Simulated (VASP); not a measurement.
# CsI (Pm-3m) in VASP: single point with PBEsol

Aim: the single point of CsI with PBEsol.

All numbers are computed with VASP 6.6.1; they aren't measurements. Logs are shortened: lines on timing, memory, paths and dates and some standing lists are left out, and cuts for length are marked.

### 1 The cell of the first run

The structure is cubic, space group Pm-3m (No. 221). Conventional cell: a = 4.567 Å, b = 4.567 Å, c = 4.567 Å, α = 90.00°, β = 90.00°, γ = 90.00°. Cs (site symmetry m-3m) has 8 I at 3.95 Å and 6 Cs at 4.57 Å within 5.2 Å. Within 5.2 Å of I (site symmetry m-3m) lie 8 Cs at 3.95 Å and 6 I at 4.57 Å.

### 2 Single point, PBEsol

INCAR

```
SYSTEM = CsI
ALGO = Normal ; EDIFF = 1E-6
ENCUT = 500 ; GGA = PS
GGA_COMPAT = .FALSE. ; ISIF = 2
ISMEAR = 0 ; LASPH = .TRUE.
LCHARG = .FALSE. ; LREAL = .FALSE.
LWAVE = .FALSE. ; NBANDS = 15
NELM = 120 ; PREC = Accurate
SIGMA = 0.01
```

KPOINTS

```
k-points
0
G
  6 6 6
  0 0 0
```

POSCAR

```
CsI
1.0
    4.5667000000      0.0000000000      0.0000000000
    0.0000000000      4.5667000000      0.0000000000
    0.0000000000      0.0000000000      4.5667000000
Cs I
1 1
Direct
    0.0000000000      0.0000000000      0.0000000000
    0.5000000000      0.5000000000      0.5000000000
```

Potentials or basis: VASP PAW PBE potentials, release 64 (Cs_sv, I).

Started as:

```bash
> cat potpaw_PBE.64/Cs_sv/POTCAR potpaw_PBE.64/I/POTCAR > POTCAR
> mpirun -np 1 vasp_std > vasp.out
```

OUTCAR:

```text
SYSTEM = CsI
   EDIFF = 1E-6
   ENCUT = 500
   GGA = PS
   ISIF = 2
   ISMEAR = 0
   LASPH = .TRUE.
   LREAL = .FALSE.
   NELM = 120
   PREC = Accurate

 ion  position               nearest neighbor table
   1  0.000  0.000  0.000-
   2  0.500  0.500  0.500-

  LATTYP: Found a simple cubic cell.
 ALAT       =     4.5667000000

  Lattice vectors:

 A1 = (   4.5667000000,   0.0000000000,   0.0000000000)
 A2 = (   0.0000000000,   4.5667000000,   0.0000000000)
 A3 = (   0.0000000000,   0.0000000000,   4.5667000000)

Analysis of symmetry for initial positions (statically):
=====================================================================
 Subroutine PRICEL returns:
 Original cell was already a primitive cell.

 Routine SETGRP: Setting up the symmetry group for a
 simple cubic supercell.

 Subroutine GETGRP returns: Found 48 space group operations
 (whereof 48 operations were pure point group operations)
 out of a pool of 48 trial point group operations.

The static configuration has the point symmetry O_h .

Analysis of symmetry for dynamics (positions and initial velocities):
=====================================================================
 Subroutine PRICEL returns:
 Original cell was already a primitive cell.

 Routine SETGRP: Setting up the symmetry group for a
 simple cubic supercell.

 Subroutine GETGRP returns: Found 48 space group operations
 (whereof 48 operations were pure point group operations)
 out of a pool of 48 trial point group operations.

The dynamic configuration has the point symmetry O_h .

 Subroutine INISYM returns: Found 48 space group operations
 (whereof 48 operations are pure point group operations),
 and found     1 'primitive' translations

----------------------------------------------------------------------------------------

                                     Primitive cell

  volume of cell :      95.2374

  direct lattice vectors                    reciprocal lattice vectors
     4.566700000  0.000000000  0.000000000     0.218976504  0.000000000  0.000000000
     0.000000000  4.566700000  0.000000000     0.000000000  0.218976504  0.000000000
     0.000000000  0.000000000  4.566700000     0.000000000  0.000000000  0.218976504

  length of vectors
     4.566700000  4.566700000  4.566700000     0.218976504  0.218976504  0.218976504

  position of ions in fractional coordinates (direct lattice)
     0.000000000  0.000000000  0.000000000
     0.500000000  0.500000000  0.500000000

  ion indices of the primitive-cell ions
   primitive index   ion index
                 1           1
                 2           2

----------------------------------------------------------------------------------------

 KPOINTS: k-points

Automatic generation of k-mesh.
 Grid dimensions read from file:
 generate k-points for:    6    6    6

 Generating k-lattice:

  Cartesian coordinates                     Fractional coordinates (reciprocal lattice)
     0.036496084  0.000000000  0.000000000     0.166666667  0.000000000  0.000000000
     0.000000000  0.036496084  0.000000000     0.000000000  0.166666667  0.000000000
     0.000000000  0.000000000  0.036496084     0.000000000  0.000000000  0.166666667

  Length of vectors
     0.036496084  0.036496084  0.036496084

  Shift w.r.t. Gamma in fractional coordinates (k-lattice)
     0.000000000  0.000000000  0.000000000

 Subroutine IBZKPT returns following result:
 ===========================================

 Found     20 irreducible k-points:

 Following reciprocal coordinates:
            Coordinates               Weight
  0.000000  0.000000  0.000000      1.000000
  0.166667  0.000000  0.000000      6.000000
  0.333333  0.000000  0.000000      6.000000
  0.500000  0.000000  0.000000      3.000000
  0.166667  0.166667  0.000000     12.000000
  0.333333  0.166667  0.000000     24.000000
[... 12 lines left out ...]
  0.500000  0.500000  0.333333      6.000000
  0.500000  0.500000  0.500000      1.000000
   k-points           NKPTS =     20   k-points in BZ     NKDIM =     20   number of bands    NBANDS=     15
   number of dos      NEDOS =    301   number of ions     NIONS =      2
   total plane-waves  NPLWV =  46656
   dimension x,y,z NGX =    36 NGY =   36 NGZ =   36
   dimension x,y,z NGXF=    72 NGYF=   72 NGZF=   72
   ions per type =               1   1
   NGX,Y,Z   is equivalent  to a cutoff of  13.11, 13.11, 13.11 a.u.
   NGXF,Y,Z  is equivalent  to a cutoff of  26.21, 26.21, 26.21 a.u.
 SYSTEM =  CsI
   PREC   = accura    normal or accurate (medium, high low for compatibility)
   ISTART =      0    job   : 0-new  1-cont  2-samecut
   ICHARG =      2    charge: 1-file 2-atom 10-const
   ISPIN  =      1    spin polarized calculation?
   LNONCOLLINEAR =      F non collinear calculations
   LSORBIT =      F    spin-orbit coupling
   LASPH  =      T    aspherical Exc in radial PAW
   ENCUT  =  500.0 eV  36.75 Ry    6.06 a.u.   8.33  8.33  8.33*2*pi/ulx,y,z
   NELM   =    120;   NELMIN=  2; NELMDL= -5     # of ELM steps
   EDIFF  = 0.1E-05   stopping-criterion for ELM
   LREAL  =      F    real-space projection
   EDIFFG = 0.1E-04   stopping-criterion for IOM
   NSW    =      0    number of steps for IOM
   IBRION =     -1    ionic relax: 0-MD 1-quasi-New 2-CG
   NFREE  =      0    steps in history (QN), initial steepest desc. (CG)
   ISIF   =      2    stress and relaxation
   ISYM   =      2    0-nonsym 1-usesym 2-fastsym
   POTIM  = 0.5000    time-step for ionic-motion
   TEBEG  =    0.0;   TEEND  =   0.0 temperature during run
   PSTRESS=    0.0 pullay stress
   NELECT =      16.0000    total number of electrons
   NUPDOWN=      -1.0000    fix difference up-down
   EMIN   =  10.00;   EMAX   =-10.00  energy-range for DOS
   EFERMI =   0.00;   METHOD = LEGACY
   ISMEAR =     0;   SIGMA  =   0.01  broadening in eV -4-tet -1-fermi 0-gaus
   EFERMI_NEDOS =   21; number of points for ismear=-14 and -15
   IALGO  =     38    algorithm
   IMIX   =      4    mixing-type and parameters
     AMIX     =   0.40;   BMIX     =  1.00
     AMIX_MAG =   1.60;   BMIX_MAG =  1.00
  volume/ion in A,a.u.               =      47.62       321.35
  Fermi-wavevector in a.u.,A,eV,Ry     =   0.903328  1.707043 11.102385  0.816002
  Thomas-Fermi vector in A             =   2.026641
   LORBIT       =      0    0 simple, 1 ext, 2 COOP (PROOUT), +10 PAW based schemes
   GGA     = PS    functional components
   LHFCALC =     F    Hartree Fock is set to
   AEXX    =    0.0000 exact exchange contribution
   IVDW    =     0    specifies the selected vdW correction
   LEPSILON=     F    determine dielectric tensor
   LRPA    =     F    only Hartree local field effects (RPA)
 non-spin polarized calculation
 Gauss-broadening in eV      SIGMA  =   0.01
  energy-cutoff  :      500.00
  volume of cell :       95.24
 maximum number of plane-waves:      2469
 NGX is ok and might be reduce to    36
   NGX = 17   NGY = 17   NGZ = 17

 number of electron      16.0000003 magnetization

 Free energy of the ion-electron system (eV)
  ---------------------------------------------------
  ext. energy  EPLUGINS =         0.00000000
  ---------------------------------------------------
  free energy    TOTEN  =        -5.77034803 eV

  energy without entropy =       -5.77034803  energy(sigma->0) =       -5.77034803

 E-fermi :   0.8139     XC(G=0):  -7.9524

 val. band max:        0.6985040486   @ k =   0.5000   0.5000   0.0000
 cond. band min:       4.4015027852   @ k =   0.0000   0.0000   0.0000
 fundamental gap:      3.7029987366
 Fermi energy:         0.8139187096

 k-point     1 :       0.0000    0.0000    0.0000
  band No.  band energies     occupation
      1     -19.6614      2.00000
      2      -9.9961      2.00000
      3      -6.3440      2.00000
      4      -6.3440      2.00000
      5      -6.3440      2.00000
      6       0.6078      2.00000
      7       0.6078      2.00000
      8       0.6078      2.00000
      9       4.4015      0.00000
     10       4.7780      0.00000
     11       4.7780      0.00000
     12       8.4425      0.00000
     13       8.4425      0.00000
     14       8.4425      0.00000
     15      10.8591      0.00000

 k-point     2 :       0.1667    0.0000    0.0000
  band No.  band energies     occupation
      1     -19.6551      2.00000
      2      -9.9980      2.00000
      3      -6.3862      2.00000
      4      -6.3278      2.00000
      5      -6.3278      2.00000
      6       0.1197      2.00000
      7       0.5693      2.00000
      8       0.5693      2.00000
      9       4.9460      0.00000
     10       4.9875      0.00000
     11       5.3995      0.00000
     12       8.3528      0.00000
     13       8.3528      0.00000
     14       8.5691      0.00000
     15       9.6324      0.00000

 k-point     3 :       0.3333    0.0000    0.0000
  band No.  band energies     occupation
      1     -19.6425      2.00000
      2     -10.0041      2.00000
      3      -6.4579      2.00000
      4      -6.2948      2.00000
      5      -6.2948      2.00000
      6      -0.6054      2.00000
      7       0.4896      2.00000
      8       0.4896      2.00000
      9       5.4095      0.00000
     10       6.1673      0.00000
     11       6.7142      0.00000
     12       8.1572      0.00000
     13       8.3755      0.00000
     14       8.3755      0.00000
     15       8.8849      0.00000
[... 271 lines left out ...]
 k-point    19 :       0.5000    0.5000    0.3333
  band No.  band energies     occupation
      1     -19.5976      2.00000
      2      -9.7463      2.00000
      3      -6.6325      2.00000
      4      -6.6325      2.00000
      5      -6.5154      2.00000
      6      -0.5264      2.00000
      7      -0.5264      2.00000
      8      -0.3699      2.00000
      9       6.6794      0.00000
     10       7.2967      0.00000
     11       7.2967      0.00000
     12       7.7374      0.00000
     13       9.1614      0.00000
     14       9.1614      0.00000
     15      10.4951      0.00000

 k-point    20 :       0.5000    0.5000    0.5000
  band No.  band energies     occupation
      1     -19.5922      2.00000
      2      -9.7191      2.00000
      3      -6.6022      2.00000
      4      -6.6022      2.00000
      5      -6.6022      2.00000
      6      -0.6390      2.00000
      7      -0.6390      2.00000
      8      -0.6390      2.00000
      9       7.7545      0.00000
     10       7.7545      0.00000
     11       7.7545      0.00000
     12       8.5121      0.00000
     13       8.5121      0.00000
     14       8.5121      0.00000
     15      10.5414      0.00000

------------------------ aborting loop because EDIFF is reached ----------------------------------------

  FORCE on cell =-STRESS in cart. coord.  units (eV):
  Direction    XX          YY          ZZ          XY          YZ          ZX
  --------------------------------------------------------------------------------------
  -------------------------------------------------------------------------------------
  Total       -0.2455627     -0.2455627     -0.2455627      0.0000000      0.0000000     -0.0000000
  in kB       -4.1310980     -4.1310980     -4.1310980      0.0000000      0.0000000     -0.0000000
  external PRESSURE =      -4.1310980 kB  Pullay stress =       0.0000000 kB

 VOLUME and BASIS-vectors are now :
 -----------------------------------------------------------------------------
  energy-cutoff  :      500.00
  volume of cell :       95.24
      direct lattice vectors                 reciprocal lattice vectors
     4.566700000  0.000000000  0.000000000     0.218976504  0.000000000  0.000000000
     0.000000000  4.566700000  0.000000000     0.000000000  0.218976504  0.000000000
     0.000000000  0.000000000  4.566700000     0.000000000  0.000000000  0.218976504

 POSITION                                       TOTAL-FORCE (eV/Angst)
 -----------------------------------------------------------------------------------
      0.00000      0.00000      0.00000         0.000000      0.000000      0.000000
      2.28335      2.28335      2.28335         0.000000      0.000000      0.000000
 -----------------------------------------------------------------------------------
    total drift:                               -0.000000      0.000000      0.000000

  FREE ENERGIE OF THE ION-ELECTRON SYSTEM (eV)
  ---------------------------------------------------
  free  energy   TOTEN  =        -5.7703480339 eV

  energy  without entropy=       -5.7703480339  energy(sigma->0) =       -5.77034803
```

Run time: 33 s. Hardware: 1 thread of Intel Xeon 8259CL, shared host; peak memory 0.21 GiB.

What came out:

| Property | Result |
| --- | --- |
| Free energy | -5.7703 eV |
| Pressure | -0.4 GPa |
| Band gap on the k mesh | 3.70 eV, indirect (least direct gap 3.79 eV) |

Levels at points of the mesh, in eV from the valence-band top:
```csv
k point,band 5,band 6,band 7,band 8,band 9,band 10,band 11,band 12
"(0.00, 0.00, 0.00)",-7.04,-0.09,-0.09,-0.09,3.70,4.08,4.08,7.74
"(0.50, 0.00, 0.00)",-6.98,-1.60,-0.25,-0.25,5.11,6.34,6.64,6.70
"(0.50, 0.50, 0.00)",-6.94,-0.88,-0.88,0.00,4.13,4.81,6.04,6.04
"(0.50, 0.50, 0.50)",-7.30,-1.34,-1.34,-1.34,7.06,7.06,7.06,7.81
```

Caveat: the PAW data sets were made with another functional, which shifts forces and pressure a little; spin-orbit coupling is left out, which moves the levels of the heavy elements. A k mesh can miss the band edges.
